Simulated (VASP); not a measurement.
Set up this calculation in VASP 6.6.1, as the native input.

* Task: single point
* Functional: PBE
* Potentials or basis: VASP PAW PBE potentials, release 64 (Te, Ti_sv)
* Cutoff: 520 eV
* k mesh: 8 × 8 × 4
* Occupations: gaussian, width 0.021 eV
* Spin: no spin polarisation
* Dipole correction: no
* Further INCAR settings: ALGO = Normal; EDIFF = 1e-07; NBANDS = 19

The structure of TiTe2 lies in POSCAR:

```
TiTe2
1.0
    3.7770000000      0.0000000000      0.0000000000
   -1.8885000000      3.2709779501      0.0000000000
    0.0000000000      0.0000000000      6.4980000000
Te Ti
2 1
Direct
    0.3333333333      0.6666666667      0.7372000000
    0.6666666667      0.3333333333      0.2628000000
    0.0000000000      0.0000000000      0.0000000000
```

The input as run:

INCAR

```
SYSTEM = TiTe2
PREC = Accurate
ENCUT = 520
EDIFF = 1E-7
ISMEAR = 0
SIGMA = 0.020999999999999998
LREAL = .False.
LASPH = .True.
NELM = 60
ALGO = Normal
ISIF = 2
LWAVE = .False.
LCHARG = .True.
GGA = PE
LELF = .True.
LVHAR = .True.
NBANDS = 19
```

KPOINTS

```
regular mesh
0
Gamma
  8 8 4
  0 0 0
```

Potentials or basis: VASP PAW PBE potentials, release 64 (Te, Ti_sv).

Run with:

```console
$ cat potpaw_PBE.64/Te/POTCAR potpaw_PBE.64/Ti_sv/POTCAR > POTCAR
$ mpirun -np 1 vasp_std > vasp.out
```

Results of the run:

* Pressure: 0.9 GPa
* Largest force: 0.019 eV/Å
* Band gap on the k mesh: zero (bands 12 and 13 overlap by 0.66 eV)

Caveat: spin-orbit coupling is left out, which moves the levels of the heavy elements; this functional lacks dispersion, which binds layers or chains, so the pressure and a relaxed spacing across them are unreliable.

It took 36 s on 1 thread of Intel(R) Xeon(R) Platinum 8488C (Sapphire Rapids) (shared host), peak memory 0.21 GiB.
